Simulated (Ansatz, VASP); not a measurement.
P in VASP and in Ansatz

Contents of INCAR:

```
ALGO = Normal
EDIFF = 1E-6
ENCUT = 520
GGA = CA
ISIF = 2
ISMEAR = 0
LASPH = T
LCHARG = F
LREAL = F
LWAVE = F
NBANDS = 12
NELM = 100
PREC = Accurate
SIGMA = 0.15
```

KPOINTS

```
k-points
0
Gamma
  18 18 18
```

File POSCAR:

```
P
1.0
    1.6978860328      0.9802749581      3.2331520973
   -1.6978860328      0.9802749581      3.2331520973
    0.0000000000     -1.9605499161      3.2331520973
P
2
Direct
    0.2270802500      0.2270802500      0.2270802500
    0.7729197500      0.7729197500      0.7729197500
```

Input for Ansatz:

```yaml
crystal:
  lattice:
    - [1.6978860328, 0.9802749581, 3.2331520973]
    - [-1.6978860328, 0.9802749581, 3.2331520973]
    - [0.0, -1.9605499161, 3.2331520973]
  atoms:
    - { symbol: P, position: [0.22708025, 0.22708025, 0.22708025] }
    - { symbol: P, position: [0.77291975, 0.77291975, 0.77291975] }
basis:
  ecutwfc: 420
kpoints:
  mp_grid: { grid: [18, 18, 18] }
hamiltonian:
  xc: lda
scf:
  occupations: { method: gaussian, width: 0.15 }
output:
  forces: true
  stress: true
  eigenvalues: true
```

Alike in both runs: task single point; functional LDA; k mesh 18 × 18 × 18; occupations gaussian, width 0.15 eV; no spin polarisation.

|  | VASP | Ansatz |
| --- | --- | --- |
| version | VASP 6.6.1 | Ansatz 0.2.0 |
| potentials or method | VASP PAW LDA potentials, release 64 (P), cutoff 520 eV | scalar-relativistic, plane waves, PAW |
| valence electrons in the cell | 10 | 10 |

```tsv
	VASP	Ansatz	Ansatz less VASP
gap on the k mesh at the Fermi level (eV)	none	none	-
pressure (GPa)	-2.2	-2.0	+0.21
traceless stress, the component that is largest in VASP (GPa)	-2.32	-2.39	-0.069
rms of the force components (eV/Å)	0.044	0.072	+0.0275
```

LDA's correlation is that of Perdew and Zunger in VASP and of Perdew and Wang (1992) in Ansatz. Atom by atom the forces differ by 0.028 eV/Å (rms over components). A gap of «none» marks a metal or a gap that the smearing closes.
